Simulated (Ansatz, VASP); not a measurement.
WSe2 in VASP and in Ansatz

```xyz
6
Lattice="3.2261 0.0000 0.0000 -1.6131 2.7939 0.0000 0.0000 0.0000 13.2114" Properties=species:S:1:pos:R:3 pbc="T T T"
W     0.0000    1.8626    3.3029
W     1.6131    0.9313    9.9086
Se    0.0000    1.8626    8.1685
Se    1.6131    0.9313    1.5628
Se    0.0000    1.8626   11.6486
Se    1.6131    0.9313    5.0429
```

Alike in both runs: task single point; functional PBE; dispersion D3(BJ); k mesh 12 × 12 × 4; occupations gaussian, width 0.05 eV; no spin polarisation.

|  | VASP | Ansatz |
| --- | --- | --- |
| version | VASP 6.6.1 | Ansatz 0.2.0 |
| potentials or method | VASP PAW PBE potentials, release 64 (W_sv, Se), cutoff 520 eV | scalar-relativistic, plane waves, PAW |
| valence electrons in the cell | 52 | 92 |

```csv
,VASP,Ansatz,Ansatz less VASP
gap on the k mesh at the Fermi level (eV),0.90,0.90,-0.001
least direct gap on the mesh (eV),1.70,1.70,0.000
pressure (GPa),-0.5,-0.8,-0.31
"traceless stress, the component that is largest in VASP (GPa)",-5.27,-5.36,-0.088
rms of the force components (eV/Å),0.234,0.255,+0.0216
```

Atom by atom the forces differ by 0.022 eV/Å (rms over components). VASP's potentials hold 52 valence electrons a cell and Ansatz's 92, so a difference there can come from the potentials and not from the codes.

Spin-orbit coupling is off throughout.
